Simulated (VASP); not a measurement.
Wanted: the native input for a VASP 6.6.1 run.

- Task: single point
- Functional: PBE
- Potentials or basis: VASP PAW PBE potentials, release 64 (Na_pv, Eu, C)
- Cutoff: 520 eV
- k mesh: 4 × 4 × 4
- Occupations: gaussian, width 0.1 eV
- Spin: collinear spin, ferromagnetic start
- Starting moments: [0.0, 7.0, 0.0, 0.0, 0.0, 0.0] μB
- Dipole correction: no
- Further INCAR settings: ALGO = Normal; EDIFF = 1e-07; NBANDS = 33

The structure of NaEuC4 lies in POSCAR:

```
NaEuC4
1.0
    0.0000000000      3.6777023200      3.6777023200
    3.6777023200      0.0000000000      3.6777023200
    3.6777023200      3.6777023200      0.0000000000
Na Eu C
1 1 4
Direct
    0.5000000000      0.5000000000      0.5000000000
    0.7500000000      0.7500000000      0.7500000000
    0.6301557600      0.1232814100      0.1232814100
    0.1232814100      0.1232814100      0.1232814100
    0.1232814100      0.6301557600      0.1232814100
    0.1232814100      0.1232814100      0.6301557600
```

These files were run (other wordings do the same):

INCAR

```
SYSTEM = NaEuC4
ALGO = Normal
EDIFF = 1E-7
ENCUT = 520
GGA = PE
ISIF = 2
ISMEAR = 0
ISPIN = 2
LASPH = .TRUE.
LCHARG = .FALSE.
LMAXMIX = 6
LORBIT = 11
LREAL = .FALSE.
LWAVE = .FALSE.
MAGMOM = 0 7 0 0 0 0
NBANDS = 33
NELM = 150
PREC = Accurate
SIGMA = 0.1
```

KPOINTS

```
k-points
0
G
  4 4 4
  0 0 0
```

Potentials or basis: VASP PAW PBE potentials, release 64 (Na_pv, Eu, C).

Launch:

```bash
$ cat potpaw_PBE.64/Na_pv/POTCAR potpaw_PBE.64/Eu/POTCAR potpaw_PBE.64/C/POTCAR > POTCAR
$ mpirun -np 1 vasp_std > vasp.out
```

It gave:

```
Pressure                                              : -17.7 GPa
Largest force                                         : 1.163 eV/Å
Net moment                                            : 7.82 μB per cell
Site moments                                          : Na +0.01; Eu +6.48; C +0.12 μB
Valence electrons inside the program's atomic spheres : Na 6.04; Eu 14.62; C 2.01
```

Caveat: the k points lie up to 0.37 Å⁻¹ apart; forces of over 1 eV/Å act on the atoms, so gaps and moduli don't describe the material at rest.

It took 3.5 min on 1 thread of Oxide Virtual Turin-like Processor, with other jobs on the host, peak memory 0.27 GiB.
